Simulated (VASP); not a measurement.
Input of a VASP 6.6.1 run:

POSCAR

```
BAs
1.0
    0.0000000000      2.3885000000      2.3885000000
    2.4362700000      0.0000000000      2.3885000000
    2.4362700000      2.3885000000      0.0000000000
B As
1 1
Direct
    0.0000000000      0.0000000000      0.0000000000
    0.7500000000      0.7500000000      0.7500000000
```

INCAR.step1

```
SYSTEM = BAs
  PREC = Accurate
  ENCUT = 520
  ISMEAR = 0
  SIGMA = 0.05
  LREAL = .False.
  LASPH = .True.
  NELM = 80
  NBANDS = 11
  GGA = PE
  ALGO = Normal
  EDIFF = 1E-4
  LWAVE = .True.
  LCHARG = .False.
```

Contents of INCAR.step2:

```
SYSTEM = BAs
  PREC = Accurate
  ENCUT = 520
  EDIFF = 1E-6
  ISMEAR = 0
  SIGMA = 0.05
  LREAL = .False.
  LASPH = .True.
  NELM = 80
  ALGO = Normal
  ISIF = 2
  LWAVE = .False.
  LCHARG = .False.
  METAGGA = R2SCAN
  LMIXTAU = .True.
  NBANDS = 11
  ISTART = 1
```

Contents of KPOINTS:

```
regular mesh
0
Gamma
  10 10 10
  0 0 0
```

Potentials or basis: VASP PAW PBE potentials, release 64 (B, As).

Run with:

```sh
$ cat potpaw_PBE.64/B/POTCAR potpaw_PBE.64/As/POTCAR > POTCAR
$ cp INCAR.step1 INCAR
$ mpirun -np 1 vasp_std > vasp.out
$ cp INCAR.step2 INCAR
$ mpirun -np 1 vasp_std > vasp.out
```

What does it give for the band gap on the k mesh?

1.23 eV, indirect (least direct gap 3.31 eV).

Predict the pressure.

-1.9 GPa.

Stress tensor (GPa, compression positive):
```
-4.88  0.00  0.00
 0.00 -0.42  0.00
 0.00  0.00 -0.42
```

Caveat: the cell differs from its parent crystal (strain +0.0200 x Voigt [1, 0, 0, 0, 0, 0]); the PAW data sets were made with another functional, which shifts forces and pressure a little. A k mesh can miss the band edges.
